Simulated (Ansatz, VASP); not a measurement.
**Cs2SnI6 in VASP and in Ansatz**

File INCAR:

```
SYSTEM = Cs2SnI6
PREC     = Accurate       ! precision mode
ENCUT    = 500            ! plane-wave cutoff, eV
EDIFF    = 1E-6           ! SCF threshold, eV
ISMEAR   = 0              ! smearing method
SIGMA    = 0.01           ! smearing width, eV
LREAL    = .FALSE.        ! projectors in reciprocal space
LASPH    = .TRUE.         ! aspherical terms in the spheres
NELM     = 120            ! most SCF steps
ALGO     = Normal         ! electronic algorithm
ISIF     = 2              ! what is computed and relaxed
LWAVE    = .FALSE.        ! write WAVECAR
LCHARG   = .FALSE.        ! write CHGCAR
GGA      = PE             ! functional
NBANDS   = 47             ! bands
GGA_COMPAT= .FALSE.
```

Contents of KPOINTS:

```
regular mesh
0
G
  4 4 4
  0 0 0
```

Contents of POSCAR:

```
Cs2SnI6
1.0
    0.0000000000      6.0210866498      6.0210866498
    6.0210866498      0.0000000000      6.0210866498
    6.0210866498      6.0210866498      0.0000000000
Cs Sn I
2 1 6
Direct
    0.2500000000      0.2500000000      0.2500000000
    0.7500000000      0.7500000000      0.7500000000
    0.0000000000      0.0000000000      0.0000000000
    0.2416514971      0.7583485029      0.7583485029
    0.2416514971      0.7583485029      0.2416514971
    0.7583485029      0.2416514971      0.7583485029
    0.7583485029      0.2416514971      0.2416514971
    0.7583485029      0.7583485029      0.2416514971
    0.2416514971      0.2416514971      0.7583485029
```

Input for Ansatz:

```yaml
crystal:
  lattice:
    - [0.0, 6.0210866498, 6.0210866498]
    - [6.0210866498, 0.0, 6.0210866498]
    - [6.0210866498, 6.0210866498, 0.0]
  atoms:
    - { symbol: Cs, position: [0.25, 0.25, 0.25] }
    - { symbol: Cs, position: [0.75, 0.75, 0.75] }
    - { symbol: Sn, position: [0.0, 0.0, 0.0] }
    - { symbol: I, position: [0.2416514971, 0.7583485029, 0.7583485029] }
    - { symbol: I, position: [0.2416514971, 0.7583485029, 0.2416514971] }
    - { symbol: I, position: [0.7583485029, 0.2416514971, 0.7583485029] }
    - { symbol: I, position: [0.7583485029, 0.2416514971, 0.2416514971] }
    - { symbol: I, position: [0.7583485029, 0.7583485029, 0.2416514971] }
    - { symbol: I, position: [0.2416514971, 0.2416514971, 0.7583485029] }
kpoints:
  mp_grid: { grid: [4, 4, 4] }
hamiltonian:
  xc: pbe
scf:
  occupations: { method: fixed }
  n_extra_bands: 6
output:
  forces: true
  stress: true
  eigenvalues: true
```

Alike in both runs: task single point; functional PBE; k mesh 4 × 4 × 4; no spin polarisation.

|  | VASP | Ansatz |
| --- | --- | --- |
| version | VASP 6.6.1 | Ansatz 0.2.0 |
| potentials or method | VASP PAW PBE potentials, release 64 (Cs_sv, Sn_d, I) | plane waves, PAW |
| plane-wave cutoff (eV) | 500 | 420 |
| occupations | gaussian, width 0.01 eV | fixed |
| valence electrons in the cell | 74 | 134 |

```csv
,VASP,Ansatz,Ansatz less VASP
gap on the k mesh at the Fermi level (eV),0.27,0.26,-0.005
pressure (GPa),0.0,0.0,-0.01
```

VASP's potentials hold 74 valence electrons a cell and Ansatz's 134, so a difference there can come from the potentials and not from the codes.

Spin-orbit coupling is off throughout.
